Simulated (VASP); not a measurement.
Input of a VASP 6.6.1 run:

Contents of INCAR:

```
  ALGO = Normal
  EDIFF = 1E-7
  ENCUT = 520
  GGA = PE
  ISIF = 2
  ISMEAR = 0
  LASPH = T
  LCHARG = F
  LREAL = F
  LWAVE = F
  NBANDS = 66
  NELM = 80
  PREC = Accurate
  SIGMA = 0.1
```

KPOINTS

```
k-points
0
Gamma
  6 6 1
```

POSCAR

```
Zn2CdO3
1.0
    3.3762224423      0.0000000029      0.0000000000
   -1.6881112236      2.9238944024      0.0000000000
    0.0000000000      0.0000000000     16.6715615695
Zn Cd O
4 2 6
Direct
    0.3333333333      0.6666666667     -0.0049421772
    0.3333333333      0.6666666667      0.3402145841
    0.6666666667      0.3333333333      0.4950578228
    0.6666666667      0.3333333333      0.8402145841
    0.3333333333      0.6666666667      0.6701907099
    0.6666666667      0.3333333333      0.1701907099
    0.3333333333      0.6666666667      0.1132152755
    0.3333333333      0.6666666667      0.4593467670
    0.3333333333      0.6666666667      0.8040748306
    0.6666666667      0.3333333333      0.3040748306
    0.6666666667      0.3333333333      0.6132152755
    0.6666666667      0.3333333333      0.9593467670
```

Potentials or basis: VASP PAW PBE potentials, release 64 (Zn, Cd, O).

Command:

```sh
$ cat potpaw_PBE.64/Zn/POTCAR potpaw_PBE.64/Cd/POTCAR potpaw_PBE.64/O/POTCAR > POTCAR
$ mpirun -np 1 vasp_std > vasp.out
```

Q: Predict the largest force.

A: 0.080 eV/Å.

Q: What does it give for the pressure?

A: 1.2 GPa.

Q: What does it give for the band gap on the k mesh?

A: 0.15 eV.

Stress tensor (GPa, compression positive):
```
1.13 0.00 0.00
0.00 1.13 0.00
0.00 0.00 1.37
```

Caveat: semilocal functionals underestimate gaps, and a narrow one can read as zero.
